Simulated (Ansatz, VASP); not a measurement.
# Ta in VASP and in Ansatz

Contents of INCAR:

```
PREC = Accurate
ENCUT = 520
EDIFF = 1E-7
ISMEAR = -1
SIGMA = 0.05
LREAL = False
LASPH = True
NELM = 100
ALGO = Normal
ISIF = 2
LWAVE = False
LCHARG = False
GGA = PE
NBANDS = 12
```

Contents of KPOINTS:

```
regular mesh
0
Gamma
  16 16 16
```

The input POSCAR:

```
Ta
1.0
   -1.5666617266      1.5666617266      1.5666617266
    1.5666617266     -1.5666617266      1.5666617266
    1.5666617266      1.5666617266     -1.5666617266
Ta
1
Direct
    0.0000000000      0.0000000000      0.0000000000
```

Input for Ansatz:

```yaml
crystal:
  lattice:
    - [-1.5666617266, 1.5666617266, 1.5666617266]
    - [1.5666617266, -1.5666617266, 1.5666617266]
    - [1.5666617266, 1.5666617266, -1.5666617266]
  atoms:
    - { symbol: Ta, position: [0.0, 0.0, 0.0] }
kpoints:
  mp_grid: { grid: [16, 16, 16] }
scf:
  occupations: { method: fermi_dirac, width: 0.05 }
hamiltonian:
  xc: pbe
  pseudopotentials: { kind: paw }
output:
  forces: true
  stress: true
  eigenvalues: true
  populations: true
```

Change from the starting cell: volume scaled by 0.84, PAW files.

Alike in both runs: task single point; functional PBE; k mesh 16 × 16 × 16; occupations fermi-dirac, width 0.05 eV; no spin polarisation.

|  | VASP | Ansatz |
| --- | --- | --- |
| version | VASP 6.6.1 | Ansatz 0.2.0 |
| potentials or method | VASP PAW PBE potentials, release 64 (Ta_pv) | PAW with Ansatz's default frozen-core files, scalar-relativistic |
| plane-wave cutoff (eV) | 520 | 420 |
| valence electrons in the cell | 11 | 13 |

VASP gave:

| Property | Result |
| --- | --- |
| pressure (GPa) | 46.5 |

Task: Which values does Ansatz return?

Result: Pressure (GPa): 45.9.

Both programs put the cell under a high pressure, so it lies far from rest at this level. VASP's potentials hold 11 valence electrons a cell and Ansatz's 13, so a difference there can come from the potentials and not from the codes.

Spin-orbit coupling is off throughout.
